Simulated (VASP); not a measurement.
The system is MgO.

```
CELL_PARAMETERS angstrom
2.65982 0.00000 0.00000
0.00000 2.65982 0.00000
0.00000 0.00000 2.65982
ATOMIC_POSITIONS crystal
Mg 0.00000 0.00000 0.00000
O 0.50000 0.50000 0.50000
```

```yaml
Program: VASP 6.6.1
Task: relaxation of cell and atoms
Functional: PBEsol
Potentials_or_basis: VASP PAW PBE potentials, release 64 (Mg, O)
Cutoff: 600 eV
k_mesh: 8 × 8 × 8
Occupations: fermi-dirac, width 0.02 eV
Spin: no spin polarisation
```

At the start: pressure -4.9 GPa; volume 9.41 Å³/atom.

Task: How do energy, volume and symmetry change on relaxing?

Result: Over 3 steps the energy falls by 5.1 meV/atom and the volume is 9.08 Å³/atom (-3.5 %); space group Pm-3m (No. 221, to 0.1 Å) before and after.

Step by step:
| step | energy change (eV) | largest force (eV/Å) | pressure (GPa) | volume (Å³) |
| --- | --- | --- | --- | --- |
| 1 | 0.0000 | 0.0000 | -4.86 | 18.82 |
| 2 | -0.0098 | 0.0000 | 0.99 | 18.05 |
| 3 | -0.0102 | 0.0000 | 0.00 | 18.17 |

Final structure:
```
Mg O
1.0
     2.62886    0.00000    0.00000
     0.00000    2.62886    0.00000
     0.00000    0.00000    2.62886
Mg O
1 1
Direct
  0.00000 0.00000 0.00000
  0.50000 0.50000 0.50000
```

Caveat: the PAW data sets were made with another functional, which shifts forces and pressure a little.
